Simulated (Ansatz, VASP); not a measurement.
# One calculation of As, two programs

Contents of POSCAR:

```
As
1.0
    1.7950784285      1.0363890139      5.0542643309
   -1.7950784285      1.0363890139      5.0542643309
    0.0000000000     -2.0727780278      5.0542643309
As
2
Direct
    0.7883402482      0.7883402482      0.7883402482
    0.2116597518      0.2116597518      0.2116597518
```

Contents of INCAR.step1:

```
ALGO = Normal
EDIFF = 1E-4
ENCUT = 520
GGA = PE
ISMEAR = 0
LASPH = True
LCHARG = False
LREAL = False
LWAVE = True
NBANDS = 12
NELM = 80
PREC = Accurate
SIGMA = 0.3
```

File INCAR.step2:

```
ALGO = Normal
EDIFF = 1E-6
ENCUT = 520
ISIF = 2
ISMEAR = 0
ISTART = 1
LASPH = True
LCHARG = False
LMIXTAU = True
LREAL = False
LWAVE = False
METAGGA = R2SCAN
NBANDS = 12
NELM = 80
PREC = Accurate
SIGMA = 0.3
```

The input KPOINTS:

```
k-points
0
Gamma
  10 10 10
```

Input for Ansatz:

```yaml
crystal:
  lattice:
    - [1.7950784285, 1.0363890139, 5.0542643309]
    - [-1.7950784285, 1.0363890139, 5.0542643309]
    - [0.0, -2.0727780278, 5.0542643309]
  atoms:
    - { symbol: As, position: [0.7883402482, 0.7883402482, 0.7883402482] }
    - { symbol: As, position: [0.2116597518, 0.2116597518, 0.2116597518] }
hamiltonian:
  xc: r2scan
  pseudopotentials:
    kind: paw
    azcp:
      As: "pseudopotentials/As.paw.azcp"
basis:
  ecutwfc: 500
  fft_grid_basis: typed
kpoints:
  mp_grid: { grid: [10, 10, 10], shift: [0, 0, 0] }
magnetization:
  spin_polarized: false
scf:
  occupations: { method: gaussian, width: 0.3 }
  lower_state_search: "off"
output:
  stress: true
```

Alike in both runs: task single point; functional r2SCAN; k mesh 10 × 10 × 10; occupations gaussian, width 0.3 eV; no spin polarisation.

|  | VASP | Ansatz |
| --- | --- | --- |
| version | VASP 6.6.1 | Ansatz 0.2.0 |
| potentials or method | VASP PAW PBE potentials, release 64 (As), cutoff 520 eV | plane waves (500 eV) with PAW, scalar-relativistic |
| valence electrons in the cell | 10 | 30 |

VASP gave:

```
pressure (GPa)                                                : 0.1
traceless stress, the component that is largest in VASP (GPa) : 0.10
```

Question: What did Ansatz give for the same quantities?

Answer: Pressure (GPa): 0.0; traceless stress, the component that is largest in VASP (GPa): 0.01.

VASP's potentials were made for PBE, not for r2SCAN. VASP's potentials hold 10 valence electrons a cell and Ansatz's 30, so a difference there can come from the potentials and not from the codes.
